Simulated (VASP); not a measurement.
Wanted: the native input for a VASP 6.6.1 run.

* Task: single point
* Functional: PBEsol
* Potentials or basis: VASP PAW PBE potentials, release 64 (Cd, H, O)
* Cutoff: 520 eV
* k mesh: 6 × 6 × 4
* Occupations: gaussian, width 0.01 eV
* Spin: no spin polarisation
* Dipole correction: no
* Further INCAR settings: ALGO = Normal; EDIFF = 1e-06; NBANDS = 21

The structure of CdH2O2 lies in POSCAR:

```
CdH2O2
1.0
    3.4559332325      0.0000000000      0.0000000000
   -1.7279617010      2.9929178259      0.0000000000
    0.0000000000      0.0000000000      4.5642702181
Cd H O
1 2 2
Direct
    0.0000000000      0.0000000000      0.0000000000
    0.6666666667      0.3333333333      0.5509600000
    0.3333333333      0.6666666667      0.4490400000
    0.6666666667      0.3333333333      0.7593700000
    0.3333333333      0.6666666667      0.2406300000
```

These files were run (other wordings do the same):

INCAR

```
PREC = Accurate
ENCUT = 520
EDIFF = 1E-6
ISMEAR = 0
SIGMA = 0.01
LREAL = False
LASPH = True
NELM = 60
ALGO = Normal
ISIF = 2
LWAVE = False
LCHARG = True
GGA = PS
LELF = True
LVHAR = True
NBANDS = 21
```

KPOINTS

```
regular mesh
0
Gamma
  6 6 4
```

Potentials or basis: VASP PAW PBE potentials, release 64 (Cd, H, O).

Launch:

```console
$ cat potpaw_PBE.64/Cd/POTCAR potpaw_PBE.64/H/POTCAR potpaw_PBE.64/O/POTCAR > POTCAR
$ mpirun -np 1 vasp_std > vasp.out
```

Results of the run:

```
Pressure               : 6.9 GPa
Largest force          : 1.490 eV/Å
Band gap on the k mesh : 1.74 eV, indirect (least direct gap 2.09 eV)
```

Caveat: the PAW data sets were made with another functional, which shifts forces and pressure a little.

Wall time 24 s on 1 thread of AMD EPYC 7R43 64-Core Processor (Zen 3), with other jobs on the host, peak memory 0.14 GiB.
